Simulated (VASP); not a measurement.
# Ti (P6_3/mmc) in VASP: a series of runs

The runs below take Ti through single point, with LDA.

Everything below comes from runs of VASP 6.6.1. Logs are shortened: lines on timing, memory, paths and dates and some standing lists are left out, and cuts for length are marked.

## 1. The cell of the first run

It takes space group P6_3/mmc (No. 194, hexagonal). The conventional cell has a = 2.864 Å, b = 2.864 Å, c = 4.540 Å, α = 90.00°, β = 90.00°, γ = 120.00°. Within 3.7 Å of Ti (site symmetry -6m2) lie 12 Ti at 2.81 to 2.86 Å.

## 2. Single point, LDA

File INCAR:

```
ALGO = Normal
EDIFF = 1E-7
ENCUT = 520
GGA = CA
ISIF = 2
ISMEAR = 0
LASPH = T
LCHARG = F
LREAL = F
LWAVE = F
NBANDS = 19
NELM = 60
PREC = Accurate
SIGMA = 0.03
```

File KPOINTS:

```
k-points
0
Gamma
  13 13 7
```

File POSCAR:

```
Ti
1.0
    2.8638698861      0.0000000000      0.0000000000
   -1.4319349430      2.4801840745      0.0000000000
    0.0000000000      0.0000000000      4.5399943151
Ti
2
Direct
    0.3333333333      0.6666666667      0.2500000000
    0.6666666667      0.3333333333      0.7500000000
```

Potentials or basis: VASP PAW LDA potentials, release 64 (Ti_sv).

Command:

```console
> cat potpaw_LDA.64/Ti_sv/POTCAR > POTCAR
> mpirun -np 1 vasp_std > vasp.out
```

OUTCAR:

```text
EDIFF = 1E-7
   ENCUT = 520
   GGA = CA
   ISIF = 2
   ISMEAR = 0
   LASPH = T
   LREAL = F
   NELM = 60
   PREC = Accurate

 ion  position               nearest neighbor table
   1  0.333  0.667  0.250-   2 2.81   2 2.81   2 2.81   2 2.81   2 2.81   2 2.81
   2  0.667  0.333  0.750-   1 2.81   1 2.81   1 2.81   1 2.81   1 2.81   1 2.81

  LATTYP: Found a hexagonal cell.
 ALAT       =     2.8638698861
 C/A-ratio  =     1.5852655657

  Lattice vectors:

 A1 = (   2.8638698861,   0.0000000000,   0.0000000000)
 A2 = (  -1.4319349430,   2.4801840745,   0.0000000000)
 A3 = (   0.0000000000,   0.0000000000,   4.5399943151)

Analysis of symmetry for initial positions (statically):
=====================================================================
 Subroutine PRICEL returns:
 Original cell was already a primitive cell.

 Routine SETGRP: Setting up the symmetry group for a
 hexagonal supercell.

 Subroutine GETGRP returns: Found 24 space group operations
 (whereof 12 operations were pure point group operations)
 out of a pool of 24 trial point group operations.

The static configuration has the point symmetry D_3d.
 The point group associated with its full space group is D_6h.

Analysis of symmetry for dynamics (positions and initial velocities):
=====================================================================
 Subroutine PRICEL returns:
 Original cell was already a primitive cell.

 Routine SETGRP: Setting up the symmetry group for a
 hexagonal supercell.

 Subroutine GETGRP returns: Found 24 space group operations
 (whereof 12 operations were pure point group operations)
 out of a pool of 24 trial point group operations.

The dynamic configuration has the point symmetry D_3d.
 The point group associated with its full space group is D_6h.

 Subroutine INISYM returns: Found 24 space group operations
 (whereof 12 operations are pure point group operations),
 and found     1 'primitive' translations

----------------------------------------------------------------------------------------

                                     Primitive cell

  volume of cell :      32.2472

  direct lattice vectors                    reciprocal lattice vectors
     2.863869886  0.000000000  0.000000000     0.349177875  0.201597940  0.000000000
[... 80 lines left out ...]
   ISPIN  =      1    spin polarized calculation?
   LNONCOLLINEAR =      F non collinear calculations
   LSORBIT =      F    spin-orbit coupling
   LASPH  =      T    aspherical Exc in radial PAW
   ENCUT  =  520.0 eV  38.22 Ry    6.18 a.u.   5.32  5.32  8.44*2*pi/ulx,y,z
   NELM   =     60;   NELMIN=  2; NELMDL= -5     # of ELM steps
   EDIFF  = 0.1E-06   stopping-criterion for ELM
   LREAL  =      F    real-space projection
   EDIFFG = 0.1E-05   stopping-criterion for IOM
   NSW    =      0    number of steps for IOM
   IBRION =     -1    ionic relax: 0-MD 1-quasi-New 2-CG
   NFREE  =      0    steps in history (QN), initial steepest desc. (CG)
   ISIF   =      2    stress and relaxation
   ISYM   =      2    0-nonsym 1-usesym 2-fastsym
   POTIM  = 0.5000    time-step for ionic-motion
   TEBEG  =    0.0;   TEEND  =   0.0 temperature during run
   PSTRESS=    0.0 pullay stress
   NELECT =      24.0000    total number of electrons
   NUPDOWN=      -1.0000    fix difference up-down
   EMIN   =  10.00;   EMAX   =-10.00  energy-range for DOS
   EFERMI =   0.00;   METHOD = LEGACY
   ISMEAR =     0;   SIGMA  =   0.03  broadening in eV -4-tet -1-fermi 0-gaus
   EFERMI_NEDOS =   21; number of points for ismear=-14 and -15
   IALGO  =     38    algorithm
   IMIX   =      4    mixing-type and parameters
     AMIX     =   0.40;   BMIX     =  1.00
     AMIX_MAG =   1.60;   BMIX_MAG =  1.00
  volume/ion in A,a.u.               =      16.12       108.81
  Fermi-wavevector in a.u.,A,eV,Ry     =   1.483592  2.803582 29.947028  2.201044
  Thomas-Fermi vector in A             =   2.597234
   LORBIT       =      0    0 simple, 1 ext, 2 COOP (PROOUT), +10 PAW based schemes
   GGA     = CA    functional components
   LHFCALC =     F    Hartree Fock is set to
   AEXX    =    0.0000 exact exchange contribution
   IVDW    =     0    specifies the selected vdW correction
   LEPSILON=     F    determine dielectric tensor
   LRPA    =     F    only Hartree local field effects (RPA)
 non-spin polarized calculation
 Gauss-broadening in eV      SIGMA  =   0.03
  energy-cutoff  :      520.00
  volume of cell :       32.25
 maximum number of plane-waves:       883
 NGX is ok and might be reduce to    24
   NGX = 11   NGY = 11   NGZ = 17

 number of electron      24.0000004 magnetization

 Free energy of the ion-electron system (eV)
  ---------------------------------------------------
  ext. energy  EPLUGINS =         0.00000000
  ---------------------------------------------------
  free energy    TOTEN  =       -17.09829446 eV

  energy without entropy =      -17.09702975  energy(sigma->0) =      -17.09766210

 E-fermi :   8.9378     XC(G=0): -12.1451

 val. band max:        8.9338684728   @ k =   0.1538  -0.0000   0.1429
 cond. band min:       8.9501487182   @ k =   0.2308   0.2308   0.4286
 fundamental gap:      0.0162802453
 Fermi energy:         8.9378395564

 k-point     1 :       0.0000    0.0000    0.0000
  band No.  band energies     occupation
      1     -47.1501      2.00000
      2     -46.9559      2.00000
      3     -24.2230      2.00000
      4     -23.3925      2.00000
      5     -23.3925      2.00000
      6     -23.2972      2.00000
[... 505 lines left out ...]
      6     -23.4283      2.00000
[... 11 lines left out ...]
     18      10.8126      0.00000
     19      12.4729      0.00000

 [... further k-points ...]

------------------------ aborting loop because EDIFF is reached ----------------------------------------

  FORCE on cell =-STRESS in cart. coord.  units (eV):
  Direction    XX          YY          ZZ          XY          YZ          ZX
  --------------------------------------------------------------------------------------
  -------------------------------------------------------------------------------------
  Total       -0.1144936     -0.1144936      0.0145866     -0.0000000     -0.0000000      0.0000000
  in kB       -5.6885207     -5.6885207      0.7247245     -0.0000000     -0.0000000      0.0000000
  external PRESSURE =      -3.5507723 kB  Pullay stress =       0.0000000 kB

 VOLUME and BASIS-vectors are now :
 -----------------------------------------------------------------------------
  energy-cutoff  :      520.00
  volume of cell :       32.25
      direct lattice vectors                 reciprocal lattice vectors
     2.863869886  0.000000000  0.000000000     0.349177875  0.201597940  0.000000000
    -1.431934943  2.480184074  0.000000000     0.000000000  0.403195880  0.000000000
     0.000000000  0.000000000  4.539994315     0.000000000  0.000000000  0.220264593

 POSITION                                       TOTAL-FORCE (eV/Angst)
 -----------------------------------------------------------------------------------
     -0.00000      1.65346      1.13500        -0.000000      0.000000      0.000000
      1.43193      0.82673      3.40500         0.000000     -0.000000      0.000000
 -----------------------------------------------------------------------------------
    total drift:                               -0.000000      0.000000     -0.000000

  FREE ENERGIE OF THE ION-ELECTRON SYSTEM (eV)
  ---------------------------------------------------
  free  energy   TOTEN  =       -17.0982944597 eV

  energy  without entropy=      -17.0970297490  energy(sigma->0) =      -17.09766210
```

OSZICAR:

```text
N       E                     dE             d eps       ncg     rms          rms(c)
DAV:   1     0.263191178445E+03    0.26319E+03   -0.13026E+04  3192   0.158E+03
DAV:   2     0.110583193169E+02   -0.25213E+03   -0.24787E+03  3296   0.444E+02
DAV:   3    -0.178525629605E+02   -0.28911E+02   -0.28508E+02  5922   0.123E+02
DAV:   4    -0.189769002128E+02   -0.11243E+01   -0.11233E+01  3661   0.253E+01
DAV:   5    -0.190243726581E+02   -0.47472E-01   -0.47469E-01  4681   0.382E+00    0.125E+01
DAV:   6    -0.171031998899E+02    0.19212E+01   -0.67088E+00  3712   0.261E+01    0.329E+00
DAV:   7    -0.170796170221E+02    0.23583E-01   -0.69080E-01  4769   0.584E+00    0.207E+00
DAV:   8    -0.171060622524E+02   -0.26445E-01   -0.21960E-01  3431   0.561E+00    0.768E-01
DAV:   9    -0.170976871097E+02    0.83751E-02   -0.43758E-02  3483   0.233E+00    0.844E-02
DAV:  10    -0.170982845414E+02   -0.59743E-03   -0.38162E-03  4658   0.339E-01    0.928E-02
DAV:  11    -0.170983075527E+02   -0.23011E-04   -0.11800E-04  3915   0.933E-02    0.456E-02
DAV:  12    -0.170982942788E+02    0.13274E-04   -0.55471E-05  3613   0.689E-02    0.210E-03
DAV:  13    -0.170982941481E+02    0.13070E-06   -0.15430E-06  3938   0.116E-02    0.327E-03
DAV:  14    -0.170982944423E+02   -0.29422E-06   -0.28855E-07  3093   0.434E-03    0.376E-04
DAV:  15    -0.170982944597E+02   -0.17353E-07   -0.37581E-08  1718   0.106E-03
   1 F= -.17098294E+02 E0= -.17097662E+02  d E =-.126471E-02
```

stdout:

```text
POSCAR found type information on POSCAR Ti
 POSCAR found :  1 types and       2 ions
 scaLAPACK will be used
 LDA part: xc-table for (Slater(with rela. corr.)+CA(PZ))
 , standard interpolation
 POSCAR, INCAR and KPOINTS ok, starting setup
 FFT: planning ... GRIDC
 FFT: planning ... GRID_SOFT
 FFT: planning ... GRID
 WAVECAR not read
 entering main loop
```

Wall time 32 s (1 thread of Intel Xeon Platinum 8488C (Sapphire Rapids), shared host); peak memory 0.16 GiB.

Results:

```yaml
Free_energy: -17.0983 eV
Pressure: -0.4 GPa
Band_gap_on_the_k_mesh: zero (bands 12 and 13 overlap by 1.09 eV)
```

Levels at points of the mesh, in eV from the Fermi level:
| k point | band 8 | band 9 | band 10 | band 11 | band 12 | band 13 | band 14 | band 15 | band 16 | band 17 |
| --- | --- | --- | --- | --- | --- | --- | --- | --- | --- | --- |
| (0.00, 0.00, 0.00) | -32.20 | -6.32 | -2.90 | 0.75 | 0.75 | 0.88 | 1.06 | 1.30 | 1.30 | 1.68 |

## 3. Single point, LDA

File INCAR:

```
PREC = Accurate
ENCUT = 520
EDIFF = 1E-6
ISMEAR = 0
SIGMA = 0.1
LREAL = False
LASPH = True
NELM = 60
ALGO = Normal
ISIF = 2
LWAVE = False
LCHARG = False
NBANDS = 19
```

File KPOINTS:

```
regular mesh
0
Gamma
  13 13 7
```

POSCAR is that of step 2.

Potentials or basis: VASP PAW LDA potentials, release 64 (Ti_sv).

Command:

```console
> cat potpaw_LDA.64/Ti_sv/POTCAR > POTCAR
> mpirun -np 1 vasp_std > vasp.out
```

It took 27 s on 1 thread of Intel Xeon Platinum 8488C (Sapphire Rapids), shared host; peak memory 0.16 GiB.

Results (log left out):

- Free energy: -17.1036 eV
- Pressure: -0.2 GPa
- Band gap on the k mesh: zero (bands 12 and 13 overlap by 1.09 eV)

Stress tensor (GPa, compression positive):
```
-0.37  0.00  0.00
 0.00 -0.37  0.00
 0.00  0.00  0.01
```

Levels at points of the mesh, in eV from the Fermi level:
| k point | band 9 | band 10 | band 11 | band 12 | band 13 | band 14 | band 15 | band 16 |
| --- | --- | --- | --- | --- | --- | --- | --- | --- |
| (0.00, 0.00, 0.00) | -6.30 | -2.88 | 0.77 | 0.77 | 0.90 | 1.08 | 1.32 | 1.32 |
